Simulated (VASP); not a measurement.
Wanted: the native input for a VASP 6.6.1 run.

| Quantity | Value |
| --- | --- |
| Task | single point |
| Functional | PBE |
| Potentials or basis | VASP PAW PBE potentials, release 64 (Tc_pv, N) |
| Cutoff | 600 eV |
| k mesh | 9 × 9 × 9 |
| Occupations | gaussian, width 0.25 eV |
| Spin | no spin polarisation |
| Dipole correction | no |
| Further INCAR settings | ALGO = Normal; EDIFF = 1e-06; NBANDS = 18 |

The structure of TcN2 lies in POSCAR:

```
TcN2
1.0
    0.0000000000      2.4445500000      2.4445500000
    2.4445500000      0.0000000000      2.4445500000
    2.4445500000      2.4445500000      0.0000000000
Tc N
1 2
Direct
    0.0000000000      0.0000000000      0.0000000000
    0.7500000000      0.7500000000      0.7500000000
    0.2500000000      0.2500000000      0.2500000000
```

One way to write it, as run:

INCAR

```
SYSTEM = TcN2
PREC = Accurate
ENCUT = 600
EDIFF = 1E-6
ISMEAR = 0
SIGMA = 0.25
LREAL = .FALSE.
LASPH = .TRUE.
NELM = 120
ALGO = Normal
ISIF = 2
LWAVE = .FALSE.
LCHARG = .FALSE.
GGA = PE
NBANDS = 18
GGA_COMPAT = .FALSE.
```

KPOINTS

```
regular mesh
0
G
  9 9 9
  0 0 0
```

Potentials or basis: VASP PAW PBE potentials, release 64 (Tc_pv, N).

Run with:

```bash
$ cat potpaw_PBE.64/Tc_pv/POTCAR potpaw_PBE.64/N/POTCAR > POTCAR
$ mpirun -np 1 vasp_std > vasp.out
```

Results of the run:

```yaml
Pressure: -5.5 GPa
Band_gap_on_the_k_mesh: zero (an odd number of electrons rules out a gap without spin polarisation)
```

Caveat: the cell stands under tension.

Run time: 10 s on 1 thread of Intel(R) Xeon(R) 6975P-C (Granite Rapids) (shared host), peak memory 0.16 GiB.
